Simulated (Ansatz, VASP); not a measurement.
Two plane-wave programs on CdS

```
Cd S
1.0
     0.00000    2.91650    2.91650
     2.91650    0.00000    2.91650
     2.91650    2.91650    0.00000
Cd S
1 1
Direct
  0.00000 0.00000 0.00000
  0.25000 0.25000 0.25000
```

Alike in both runs: task relaxation of cell and atoms; functional LDA; k mesh 10 × 10 × 10; occupations gaussian, width 0.02 eV; no spin polarisation.

|  | VASP | Ansatz |
| --- | --- | --- |
| version | VASP 6.6.1 | Ansatz 0.2.0 |
| potentials or method | VASP PAW LDA potentials, release 64 (Cd, S) | scalar-relativistic, plane waves, PAW |
| plane-wave cutoff (eV) | 600 | 420 |
| valence electrons in the cell | 18 | 26 |

VASP gave:

* gap on the k mesh at the Fermi level, each at its own relaxed structure (eV): 0.96
* relaxed volume (Å³/atom): 24.02
* relaxed length of the cell vector where the two differ most in proportion (Å): 4.081

Q: Which values does Ansatz return?

A: gap on the k mesh at the Fermi level, each at its own relaxed structure (eV): 0.95; relaxed volume (Å³/atom): 23.84; relaxed length of the cell vector where the two differ most in proportion (Å): 4.070.

LDA's correlation is that of Perdew and Zunger in VASP and of Perdew and Wang (1992) in Ansatz. VASP's potentials hold 18 valence electrons a cell and Ansatz's 26, so a difference there can come from the potentials and not from the codes.
